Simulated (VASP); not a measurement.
Input of a VASP 6.6.1 run:

File POSCAR:

```
Sb
1.0
    3.2153000000      0.0000000000      0.0000000000
    0.0000000000      3.1600000000      0.0000000000
    0.0000000000      0.0000000000      3.1600000000
Sb
1
Direct
    0.0000000000      0.0000000000      0.0000000000
```

Contents of INCAR.step1:

```
SYSTEM = Sb
PREC = Accurate
ENCUT = 520
ISMEAR = 0
SIGMA = 0.15
LREAL = .FALSE.
LASPH = .TRUE.
NELM = 100
NBANDS = 8
GGA = PE
ALGO = Normal
EDIFF = 1E-4
LWAVE = .TRUE.
LCHARG = .FALSE.
```

INCAR.step2

```
SYSTEM = Sb
PREC = Accurate
ENCUT = 520
EDIFF = 1E-6
ISMEAR = 0
SIGMA = 0.15
LREAL = .FALSE.
LASPH = .TRUE.
NELM = 100
ALGO = Normal
ISIF = 2
LWAVE = .FALSE.
LCHARG = .TRUE.
METAGGA = R2SCAN
LMIXTAU = .TRUE.
LELF = .TRUE.
LVHAR = .TRUE.
NBANDS = 8
ISTART = 1
```

The input KPOINTS:

```
regular mesh
0
G
  16 16 16
  0 0 0
```

Potentials or basis: VASP PAW PBE potentials, release 64 (Sb).

Launch:

```console
$ cat potpaw_PBE.64/Sb/POTCAR > POTCAR
$ cp INCAR.step1 INCAR
$ mpirun -np 1 vasp_std > vasp.out
$ cp INCAR.step2 INCAR
$ mpirun -np 1 vasp_std > vasp.out
```

Problem. Estimate the band gap on the k mesh.

Solution. Zero (an odd number of electrons rules out a gap without spin polarisation).

Problem. Predict the pressure.

Solution. -4.4 GPa.

Stress tensor (GPa, compression positive):
```
-5.40  0.00  0.00
 0.00 -3.96  0.00
 0.00  0.00 -3.96
```

Caveat: the cell differs from its parent crystal (strain +0.0175 x Voigt [1, 0, 0, 0, 0, 0]); the cell stands under tension; the PAW data sets were made with another functional, which shifts forces and pressure a little; spin-orbit coupling is left out, which moves the levels of the heavy elements.
